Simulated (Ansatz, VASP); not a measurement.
H3C18N in VASP and in Ansatz

```
CELL_PARAMETERS angstrom
7.39800 0.00000 0.00000
-3.69900 6.40686 0.00000
0.00000 0.00000 13.00000
ATOMIC_POSITIONS crystal
C 0.00188 0.99565 0.05295
C 0.22686 0.10813 0.05244
C 0.00398 0.33106 0.05326
C 0.22474 0.44148 0.05315
C 0.00397 0.66230 0.05311
C 0.22483 0.77273 0.05285
C 0.33726 0.99757 0.05250
C 0.55802 0.10801 0.05301
C 0.33720 0.32897 0.05291
C 0.55817 0.43945 0.05325
C 0.33518 0.66241 0.05312
C 0.56012 0.77483 0.05326
C 0.67051 0.99558 0.05327
C 0.89147 0.10609 0.05325
C 0.66857 0.32901 0.05331
C 0.89355 0.44154 0.05335
C 0.67065 0.66441 0.05336
C 0.89145 0.77471 0.05320
N 0.25108 0.01808 0.30724
H 0.25230 0.06069 0.38212
H 0.38404 0.13518 0.27466
H 0.13038 0.02477 0.27275
```

Alike in both runs: functional PBE; dispersion D3(BJ); k mesh 2 × 2 × 1; occupations gaussian, width 0.02 eV; no spin polarisation.

Ansatz relaxed the structure, and its values are those at the end. VASP's run is a single point on that final structure, the one shown.

|  | VASP | Ansatz |
| --- | --- | --- |
| version | VASP 6.6.1 | Ansatz 0.2.0 |
| potentials or method | VASP PAW PBE potentials, release 64 (C, N, H), cutoff 520 eV | scalar-relativistic, plane waves, PAW |
| valence electrons in the cell | 80 | 80 |

|  | VASP | Ansatz | Ansatz less VASP |
| --- | --- | --- | --- |
| rms of the force components (eV/Å) | 0.012 | 0.005 | -0.0072 |

The k mesh is coarse, so the values compare programs but aren't converged.
